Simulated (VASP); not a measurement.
The system is AlN.

```
CELL_PARAMETERS angstrom
0.00000 2.01887 2.01887
2.01887 0.00000 2.01887
2.01887 2.01887 0.00000
ATOMIC_POSITIONS crystal
Al 0.00000 0.00000 0.00000
N 0.50000 0.50000 0.50000
```

Base run:

| Quantity | Value |
| --- | --- |
| Program | VASP 6.6.1 |
| Functional | r2SCAN |
| Potentials or basis | VASP PAW PBE potentials, release 64 (Al, N) |
| Cutoff | 520 eV |
| k mesh | 10 × 10 × 10 |
| Occupations | gaussian, width 0.01 eV |
| Spin | no spin polarisation |

Its results: band gap on the k mesh 5.53 eV, indirect (least direct gap 6.58 eV); pressure -0.8 GPa.

Problem. The run is repeated on the same cell with these changes: functional from r2SCAN to PBE; k mesh from 10 × 10 × 10 to 6 × 6 × 6. What comes out?

Solution. Band gap on the k mesh 4.64 eV, indirect (least direct gap 5.74 eV); pressure 6.1 GPa.

Several settings changed at once, so the effect can't be laid on one alone.

Caveats: some runs use coarse meshes; the PAW data sets were made with another functional, which shifts forces and pressure a little (some runs).

A k mesh can miss the band edges.
